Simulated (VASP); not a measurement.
# Pt: relaxation of cell and atoms with BLYP+D3(BJ)

Crystal: Pt.

```xyz
1
Lattice="0.0000 1.9609 1.9609 1.9609 0.0000 1.9609 1.9609 1.9609 0.0000" Properties=species:S:1:pos:R:3 pbc="T T T"
Pt    0.0000    0.0000    0.0000
```

- Program: VASP 6.6.1
- Task: relaxation of cell and atoms
- Functional: BLYP
- Dispersion: D3(BJ)
- Potentials or basis: VASP PAW PBE potentials, release 64 (Pt)
- Cutoff: 600 eV
- k mesh: 12 × 12 × 12
- Occupations: fermi-dirac, width 0.05 eV
- Spin: no spin polarisation
- Dipole correction: no
- Further INCAR settings: ALGO = Normal; EDIFF = 1e-06; IBRION = 2; EDIFFG = -0.02; NSW = 80; ISIF = 3

```yaml
Relaxed_volume: 15.47 Å³/atom
Relaxed_cell: a = 2.797 Å, b = 2.797 Å, c = 2.797 Å, α = 60.00°, β = 60.00°, γ = 60.00°
Space_group_after_relaxing_to_0.05_Å: Fm-3m (No. 225)
Energy_gained_by_relaxing: 8.0 meV/atom
Ionic_steps: 3
Pressure_after_relaxing: -0.2 GPa
Band_gap_on_the_k_mesh: zero (band 5 reaches 11.85 eV, above the bottom of band 6 at 9.69 eV)
Dispersion_energy_per_atom: -1.767 eV
```

The path:
```tsv
step	energy change (eV)	largest force (eV/Å)	pressure (GPa)	volume (Å³)
1	0.0000	0.0000	6.93	15.08
2	0.0453	0.0000	-14.57	16.55
3	-0.0080	0.0000	-0.18	15.47
```

Final structure:
```
Pt
1.0
     0.00000    1.97773    1.97773
     1.97773    0.00000    1.97773
     1.97773    1.97773    0.00000
Pt
1
Direct
  0.00000 0.00000 0.00000
```

Levels at points of the mesh, in eV from the Fermi level:
```tsv
k point	band 3	band 4	band 5	band 6	band 7	band 8
(0.00, 0.00, 0.00)	-3.67	-3.67	-1.60	-1.60	14.99	19.66
(0.50, 0.00, 0.00)	-3.72	-0.11	0.02	0.02	5.66	14.58
(0.50, 0.50, 0.00)	-0.02	0.46	0.46	2.04	8.60	11.42
```

It took 16 s on 1 thread of Intel(R) Xeon(R) 6975P-C (Granite Rapids) (shared host), peak memory 0.16 GiB.

Caveat: the PAW data sets were made with another functional, which shifts forces and pressure a little; spin-orbit coupling is left out, which moves the levels of the heavy elements; pairwise dispersion overbinds metals, which lowers pressure and volume. Zero-point motion and thermal expansion aren't in these numbers.
